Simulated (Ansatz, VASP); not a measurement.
**ZrTa2N4: VASP beside Ansatz**

```xyz
14
Lattice="10.6782 0.0000 0.0000 0.0000 3.1003 0.0000 0.0000 0.0000 5.1674" Properties=species:S:1:pos:R:3 pbc="T T T"
Zr    5.3391    0.0000    0.0000
Zr    0.0000    0.0000    0.0000
Ta    8.0087    1.5501    4.2254
Ta    2.6696    0.0000    3.3760
Ta    2.6696    1.5501    0.9420
Ta    8.0087    0.0000    1.7914
N     6.7454    0.0000    3.4931
N     3.9328    0.0000    1.6742
N     3.9475    1.5501    4.3393
N     6.7307    1.5501    0.8281
N     9.2719    0.0000    3.4931
N     1.4063    0.0000    1.6742
N     9.2866    1.5501    0.8281
N     1.3916    1.5501    4.3393
```

Alike in both runs: functional PBE; k mesh 1 × 4 × 2; occupations gaussian, width 0.15 eV; no spin polarisation.

Ansatz relaxed the structure, and its values are those at the end. VASP's run is a single point on that final structure, the one shown.

|  | VASP | Ansatz |
| --- | --- | --- |
| version | VASP 6.6.1 | Ansatz 0.2.0 |
| potentials or method | VASP PAW PBE potentials, release 64 (Zr_sv, Ta_pv, N), cutoff 520 eV | scalar-relativistic, plane waves, PAW |
| valence electrons in the cell | 108 | 116 |

```csv
,VASP,Ansatz,Ansatz less VASP
gap on the k mesh at the Fermi level (eV),none,none,-
pressure (GPa),0.4,-0.1,-0.51
rms of the force components (eV/Å),0.021,0.017,-0.0041
```

A gap of «none» marks a metal or a gap that the smearing closes. The functional is the same, so the differences come from potentials, cutoffs and numerics. VASP's potentials hold 108 valence electrons a cell and Ansatz's 116, so a difference there can come from the potentials and not from the codes.

The k mesh is coarse, so the values compare programs but aren't converged. Spin-orbit coupling is off throughout.
